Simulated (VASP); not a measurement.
# NaI (Fm-3m) in VASP: a series of runs

NaI is run at these levels: LDA; tasks: single point.

Everything below comes from runs of VASP 6.6.1. Logs are shortened: lines on timing, memory, paths and dates and some standing lists are left out, and cuts for length are marked.

## 1. The cell of the first run

Symmetry: Fm-3m, No. 225, cubic system. Conventional cell: a = 6.231 Å, b = 6.231 Å, c = 6.231 Å, α = 90.00°, β = 90.00°, γ = 90.00°. Na (site symmetry m-3m) has 6 I at 3.12 Å within 4.1 Å. I (site symmetry m-3m) has 6 Na at 3.12 Å within 4.1 Å.

## 2. Single point, LDA, non-collinear spin, zero start, spin-orbit coupling

Input file INCAR:

```
PREC = Accurate
ENCUT = 520
EDIFF = 1E-7
ISMEAR = 0
SIGMA = 0.01
LREAL = F
LASPH = T
NELM = 150
ALGO = Normal
ISIF = 2
LWAVE = F
LCHARG = F
LNONCOLLINEAR = T
MAGMOM = 0 0 0 0 0 0
LORBIT = 11
LSORBIT = T
GGA_COMPAT = F
LORBMOM = T
NBANDS = 26
```

Input file KPOINTS:

```
Automatic mesh
0
Gamma
  6 6 6
```

Input file POSCAR:

```
NaI
1.0
    0.0000000000      3.1154317491      3.1154317491
    3.1154317491      0.0000000000      3.1154317491
    3.1154317491      3.1154317491      0.0000000000
Na I
1 1
Direct
    0.0000000000      0.0000000000      0.0000000000
    0.5000000000      0.5000000000      0.5000000000
```

Potentials or basis: VASP PAW LDA potentials, release 64 (Na_pv, I).

Launch:

```console
$ cat potpaw_LDA.64/Na_pv/POTCAR potpaw_LDA.64/I/POTCAR > POTCAR
$ mpirun -np 1 vasp_ncl > vasp.out
```

OUTCAR:

```text
PREC = Accurate
   ENCUT = 520
   EDIFF = 1E-7
   ISMEAR = 0
   LREAL = F
   LASPH = T
   NELM = 150
   ISIF = 2
   LNONCOLLINEAR = T
   LORBIT = 11
   LSORBIT = T

 ion  position               nearest neighbor table
   1  0.000  0.000  0.000-   2 3.12   2 3.12   2 3.12   2 3.12   2 3.12   2 3.12
   2  0.500  0.500  0.500-   1 3.12   1 3.12   1 3.12   1 3.12   1 3.12   1 3.12

  LATTYP: Found a face centered cubic cell.
 ALAT       =     6.2308634982

  Lattice vectors:

 A1 = (   0.0000000000,   3.1154317491,   3.1154317491)
 A2 = (   3.1154317491,   0.0000000000,   3.1154317491)
 A3 = (   3.1154317491,   3.1154317491,   0.0000000000)

Analysis of symmetry for initial positions (statically):
=====================================================================
 Subroutine PRICEL returns:
 Original cell was already a primitive cell.

 Routine SETGRP: Setting up the symmetry group for a
 face centered cubic supercell.

 Subroutine GETGRP returns: Found 48 space group operations
 (whereof 48 operations were pure point group operations)
 out of a pool of 48 trial point group operations.

The static configuration has the point symmetry O_h .

Analysis of symmetry for dynamics (positions and initial velocities):
=====================================================================
 Subroutine PRICEL returns:
 Original cell was already a primitive cell.

 Routine SETGRP: Setting up the symmetry group for a
 face centered cubic supercell.

 Subroutine GETGRP returns: Found 48 space group operations
 (whereof 48 operations were pure point group operations)
 out of a pool of 48 trial point group operations.

The dynamic configuration has the point symmetry O_h .

Analysis of structural, dynamic, and magnetic symmetry:
=====================================================================
 Subroutine PRICEL returns:
 Original cell was already a primitive cell.

 Routine SETGRP: Setting up the symmetry group for a
 face centered cubic supercell.

 Subroutine GETGRP returns: Found 48 space group operations
 (whereof 48 operations were pure point group operations)
 out of a pool of 48 trial point group operations.

The overall configuration has the point symmetry O_h .

 Subroutine INISYM returns: Found 48 space group operations
 (whereof 48 operations are pure point group operations),
 and found     1 'primitive' translations

----------------------------------------------------------------------------------------

                                     Primitive cell

  volume of cell :      60.4762

  direct lattice vectors                    reciprocal lattice vectors
     0.000000000  3.115431749  3.115431749    -0.160491399  0.160491399  0.160491399
     3.115431749  0.000000000  3.115431749     0.160491399 -0.160491399  0.160491399
     3.115431749  3.115431749  0.000000000     0.160491399  0.160491399 -0.160491399

  length of vectors
     4.405885832  4.405885832  4.405885832     0.277979257  0.277979257  0.277979257

  position of ions in fractional coordinates (direct lattice)
     0.000000000  0.000000000  0.000000000
     0.500000000  0.500000000  0.500000000

  ion indices of the primitive-cell ions
   primitive index   ion index
                 1           1
                 2           2

----------------------------------------------------------------------------------------

 KPOINTS: Automatic mesh

Automatic generation of k-mesh.
 Grid dimensions read from file:
 generate k-points for:    6    6    6

 Generating k-lattice:

  Cartesian coordinates                     Fractional coordinates (reciprocal lattice)
    -0.026748567  0.026748567  0.026748567     0.166666667  0.000000000  0.000000000
     0.026748567 -0.026748567  0.026748567     0.000000000  0.166666667  0.000000000
     0.026748567  0.026748567 -0.026748567     0.000000000  0.000000000  0.166666667
[... 89 lines left out ...]

 number of electron      13.9999994 magnetization      -0.0000000     -0.0000000      0.0000000

 number of electron      13.9999994 magnetization       0.0000000      0.0000000     -0.0000000

 Free energy of the ion-electron system (eV)
  ---------------------------------------------------
  ext. energy  EPLUGINS =         0.00000000
  ---------------------------------------------------
  free energy    TOTEN  =        -6.14428038 eV

  energy without entropy =       -6.14428038  energy(sigma->0) =       -6.14428038

 E-fermi :   1.9445     XC(G=0):  -8.5652

 val. band max:        1.8364605194   @ k =   0.0000   0.0000   0.0000
 cond. band min:       5.1620375088   @ k =   0.0000   0.0000   0.0000
 fundamental gap:      3.3255769894
 Fermi energy:         1.9445203305

 k-point     1 :       0.0000    0.0000    0.0000
  band No.  band energies     occupation
      1     -20.9349      1.00000
      2     -20.9349      1.00000
      3     -20.7566      1.00000
      4     -20.7566      1.00000
      5     -20.7566      1.00000
      6     -20.7566      1.00000
[... 453 lines left out ...]
     25      14.3373      0.00000
     26      14.3500      0.00000

------------------------ aborting loop because EDIFF is reached ----------------------------------------

  FORCE on cell =-STRESS in cart. coord.  units (eV):
  Direction    XX          YY          ZZ          XY          YZ          ZX
  --------------------------------------------------------------------------------------
  -------------------------------------------------------------------------------------
  Total        0.1440884      0.1440884      0.1440884      0.0000000      0.0000000      0.0000000
  in kB        3.8172867      3.8172867      3.8172867      0.0000000      0.0000000      0.0000000
  external PRESSURE =       3.8172867 kB  Pullay stress =       0.0000000 kB

 VOLUME and BASIS-vectors are now :
 -----------------------------------------------------------------------------
  energy-cutoff  :      520.00
  volume of cell :       60.48
      direct lattice vectors                 reciprocal lattice vectors
     0.000000000  3.115431749  3.115431749    -0.160491399  0.160491399  0.160491399
     3.115431749  0.000000000  3.115431749     0.160491399 -0.160491399  0.160491399
     3.115431749  3.115431749  0.000000000     0.160491399  0.160491399 -0.160491399

 POSITION                                       TOTAL-FORCE (eV/Angst)
 -----------------------------------------------------------------------------------
      0.00000      0.00000      0.00000         0.000000     -0.000000      0.000000
      3.11543      3.11543      3.11543        -0.000000      0.000000     -0.000000
 -----------------------------------------------------------------------------------
    total drift:                                0.000000      0.000000      0.000000

  FREE ENERGIE OF THE ION-ELECTRON SYSTEM (eV)
  ---------------------------------------------------
  free  energy   TOTEN  =        -6.1442803762 eV

  energy  without entropy=       -6.1442803762  energy(sigma->0) =       -6.14428038

 orbital moment (x)

 # of ion     p       d       tot
 ----------------------------------------
  1        -0.000   0.000  -0.000
  2        -0.000   0.000  -0.000
 ----------------------------------------
           -0.000   0.000  -0.000

 orbital moment (y)

 # of ion     p       d       tot
 ----------------------------------------
  1        -0.000   0.000  -0.000
  2         0.000   0.000   0.000
 ----------------------------------------
            0.000   0.000   0.000

 orbital moment (z)

 # of ion     p       d       tot
 ----------------------------------------
  1         0.000   0.000   0.000
  2         0.000   0.000   0.000
 ----------------------------------------
            0.000   0.000   0.000

 Spin-Orbit-Coupling matrix elements

 Ion:    1  E_soc:     -0.0008056
 l=   1
     0.0000000    -0.0001343    -0.0001343
    -0.0001343     0.0000000    -0.0001343
    -0.0001343    -0.0001343     0.0000000
 l=   2
     0.0000000     0.0000000     0.0000000     0.0000000     0.0000000
     0.0000000     0.0000000     0.0000000     0.0000000     0.0000000
     0.0000000     0.0000000     0.0000000     0.0000000     0.0000000
     0.0000000     0.0000000     0.0000000     0.0000000     0.0000000
     0.0000000     0.0000000     0.0000000     0.0000000     0.0000000
 l=   3
     0.0000000     0.0000000     0.0000000     0.0000000     0.0000000     0.0000000     0.0000000
     0.0000000     0.0000000     0.0000000     0.0000000     0.0000000     0.0000000     0.0000000
     0.0000000     0.0000000     0.0000000     0.0000000     0.0000000     0.0000000     0.0000000
     0.0000000     0.0000000     0.0000000     0.0000000     0.0000000     0.0000000     0.0000000
     0.0000000     0.0000000     0.0000000     0.0000000     0.0000000     0.0000000     0.0000000
     0.0000000     0.0000000     0.0000000     0.0000000     0.0000000     0.0000000     0.0000000
     0.0000000     0.0000000     0.0000000     0.0000000     0.0000000     0.0000000     0.0000000

 Ion:    2  E_soc:     -0.2586726
 l=   1
     0.0000000    -0.0430958    -0.0430958
    -0.0430958     0.0000000    -0.0430958
    -0.0430958    -0.0430958     0.0000000
 l=   2
     0.0000000    -0.0000034     0.0000000    -0.0000034    -0.0000129
    -0.0000034     0.0000000    -0.0000097    -0.0000034    -0.0000032
     0.0000000    -0.0000097     0.0000000    -0.0000097     0.0000000
    -0.0000034    -0.0000034    -0.0000097     0.0000000    -0.0000032
    -0.0000129    -0.0000032     0.0000000    -0.0000032     0.0000000
 l=   3
     0.0000000     0.0000000     0.0000000     0.0000000     0.0000000     0.0000000     0.0000000
     0.0000000     0.0000000     0.0000000     0.0000000     0.0000000     0.0000000     0.0000000
     0.0000000     0.0000000     0.0000000     0.0000000     0.0000000     0.0000000     0.0000000
     0.0000000     0.0000000     0.0000000     0.0000000     0.0000000     0.0000000     0.0000000
     0.0000000     0.0000000     0.0000000     0.0000000     0.0000000     0.0000000     0.0000000
     0.0000000     0.0000000     0.0000000     0.0000000     0.0000000     0.0000000     0.0000000
     0.0000000     0.0000000     0.0000000     0.0000000     0.0000000     0.0000000     0.0000000

 total charge

# of ion       s       p       d       tot
------------------------------------------
    1        0.054   5.980   0.000   6.034
    2        1.500   2.859   0.004   4.363
--------------------------------------------------
tot          1.554   8.839   0.004  10.397

 magnetization (x)

# of ion       s       p       d       tot
------------------------------------------
    1        0.000  -0.000   0.000   0.000
    2       -0.000   0.000   0.000   0.000
--------------------------------------------------
tot         -0.000   0.000   0.000   0.000

 magnetization (y)

# of ion       s       p       d       tot
------------------------------------------
    1       -0.000  -0.000   0.000  -0.000
    2        0.000   0.000   0.000   0.000
--------------------------------------------------
tot         -0.000   0.000   0.000  -0.000

 magnetization (z)

# of ion       s       p       d       tot
------------------------------------------
    1        0.000  -0.000   0.000   0.000
    2        0.000   0.000   0.000   0.000
--------------------------------------------------
tot          0.000  -0.000   0.000   0.000
```

Run time: 76 s. Hardware: 1 thread of Intel Xeon Platinum 8259CL at 2.50GHz (Skylake/Cascade Lake), shared host; peak memory 0.3 GiB.

What came out:

```
Free energy                                           : -6.1443 eV
Pressure                                              : 0.4 GPa
Net moment                                            : 0.00 μB per cell
Valence electrons inside the program's atomic spheres : Na 6.03; I 4.36
```

Moments on the atoms (μB; x, y, z):
```
Na  0.00 0.00 0.00
I   0.00 0.00 0.00
```

## 3. Single point, LDA, non-collinear spin, zero start, spin-orbit coupling

This run uses another cell than the first one, of 30.70 Å³/atom, 1.015 times its volume.

Input file INCAR:

```
PREC = Accurate
ENCUT = 520
EDIFF = 1E-6
ISMEAR = 0
SIGMA = 0.01
LREAL = False
LASPH = True
NELM = 150
ALGO = Normal
ISIF = 2
LWAVE = False
LCHARG = False
LNONCOLLINEAR = True
MAGMOM = 0 0 0 0 0 0
LORBIT = 11
LSORBIT = True
GGA_COMPAT = False
LORBMOM = True
NBANDS = 26
```

Input file KPOINTS:

```
regular mesh
0
Gamma
  6 6 6
```

Input file POSCAR:

```
NaI
1.0
    0.0000000000      3.1310871851      3.1310871851
    3.1310871851      0.0000000000      3.1310871851
    3.1310871851      3.1310871851      0.0000000000
Na I
1 1
Direct
    0.0000000000      0.0000000000      0.0000000000
    0.5000000000      0.5000000000      0.5000000000
```

Potentials or basis: VASP PAW LDA potentials, release 64 (Na_pv, I).

Launch:

```console
$ cat potpaw_LDA.64/Na_pv/POTCAR potpaw_LDA.64/I/POTCAR > POTCAR
$ mpirun -np 1 vasp_ncl > vasp.out
```

It took 65 s on 1 thread of Intel Xeon Platinum 8259CL at 2.50GHz (Skylake/Cascade Lake), shared host; peak memory 0.3 GiB.

Results (log left out):

| Property | Result |
| --- | --- |
| Free energy | -6.1456 eV |
| Pressure | 0.1 GPa |
| Net moment | 0.00 μB per cell |
| Valence electrons inside the program's atomic spheres | Na 6.03; I 4.36 |

Moments on the atoms (μB; x, y, z):
```
Na  0.00 0.00 0.00
I   0.00 0.00 0.00
```

## 4. Single point, LDA, non-collinear spin, zero start, spin-orbit coupling

This run uses another cell than the first one, of 30.70 Å³/atom, 1.015 times its volume.

Input file INCAR:

```
SYSTEM = NaI
PREC = Accurate ; ENCUT = 520
EDIFF = 1E-7 ; ISMEAR = 0
SIGMA = 0.01 ; LREAL = .False.
LASPH = .True. ; NELM = 150
ALGO = Normal ; ISIF = 2
LWAVE = .False. ; LCHARG = .True.
LNONCOLLINEAR = .True. ; MAGMOM = 0 0 0 0 0 0
LORBIT = 11 ; LSORBIT = .True.
GGA_COMPAT = .False. ; LORBMOM = .True.
LVHAR = .True. ; NBANDS = 26
```

Input file KPOINTS:

```
regular mesh
0
Gamma
  6 6 6
  0 0 0
```

POSCAR is that of step 3.

Launch:

```console
$ cat potpaw_LDA.64/Na_pv/POTCAR potpaw_LDA.64/I/POTCAR > POTCAR
$ mpirun -np 1 vasp_ncl > vasp.out
```

It took 93 s on 1 thread of Intel Xeon Platinum 8259CL at 2.50GHz (Skylake/Cascade Lake), shared host; peak memory 0.31 GiB.

It converged, with:

```
Free energy                                           : -6.1456 eV
Pressure                                              : 0.1 GPa
Net moment                                            : 0.00 μB per cell
Valence electrons inside the program's atomic spheres : Na 6.03; I 4.36
```

Moments on the atoms (μB; x, y, z):
```
Na  0.00 0.00 0.00
I   0.00 0.00 0.00
```
